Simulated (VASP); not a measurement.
Write the native input for VASP 6.6.1 that does the following.

- Task: relaxation of cell and atoms
- Functional: PBE
- Potentials or basis: VASP PAW PBE potentials, release 64 (Si, C)
- Cutoff: 600 eV
- k mesh: 12 × 12 × 6
- Occupations: fermi-dirac, width 0.02 eV
- Spin: no spin polarisation
- Dipole correction: no
- Further INCAR settings: ALGO = Normal; EDIFF = 1e-06; IBRION = 2; EDIFFG = -0.005; NSW = 80; ISIF = 3

The structure of SiC lies in POSCAR:

```
SiC
1.0
    2.9581671127      0.0000000000      0.0000000000
   -1.4790835564      2.5618478682      0.0000000000
    0.0000000000      0.0000000000      4.8306868950
Si C
2 2
Direct
    0.3333333333      0.6666666667      0.0000000000
    0.6666666667      0.3333333333      0.5000000000
    0.3333333333      0.6666666667      0.3750000000
    0.6666666667      0.3333333333      0.8750000000
```

One way to write it, as run:

INCAR

```
SYSTEM = SiC
PREC     = Accurate       ! precision mode
ENCUT    = 600            ! plane-wave cutoff, eV
EDIFF    = 1E-6           ! SCF threshold, eV
ISMEAR   = -1             ! smearing method
SIGMA    = 0.02           ! smearing width, eV
LREAL    = .FALSE.        ! projectors in reciprocal space
LASPH    = .TRUE.         ! aspherical terms in the spheres
NELM     = 100            ! most SCF steps
ALGO     = Normal         ! electronic algorithm
ISIF     = 3              ! what is computed and relaxed
LWAVE    = .FALSE.        ! write WAVECAR
LCHARG   = .FALSE.        ! write CHGCAR
GGA      = PE             ! functional
IBRION   = 2              ! ionic algorithm
NSW      = 80             ! ionic steps
EDIFFG   = -0.005         ! ionic threshold
```

KPOINTS

```
Automatic mesh
0
G
  12 12 6
  0 0 0
```

Potentials or basis: VASP PAW PBE potentials, release 64 (Si, C).

Launch:

```sh
$ cat potpaw_PBE.64/Si/POTCAR potpaw_PBE.64/C/POTCAR > POTCAR
$ mpirun -np 1 vasp_std > vasp.out
```

Results of the run:

| Item | Value |
| --- | --- |
| Relaxed volume | 10.50 Å³/atom |
| Relaxed cell | a = 3.092 Å, b = 3.092 Å, c = 5.073 Å, α = 90.00°, β = 90.00°, γ = 120.00° |
| Space group after relaxing (to 0.05 Å) | P6_3mc (No. 186) |
| Energy gained by relaxing | 143.4 meV/atom |
| Ionic steps | 9 |
| Pressure after relaxing | 0.0 GPa |
| Band gap on the k mesh | 2.30 eV, indirect (least direct gap 3.94 eV) |

It took 3.6 min on 1 thread of Intel Xeon 8259CL, on a shared host, peak memory 0.18 GiB.
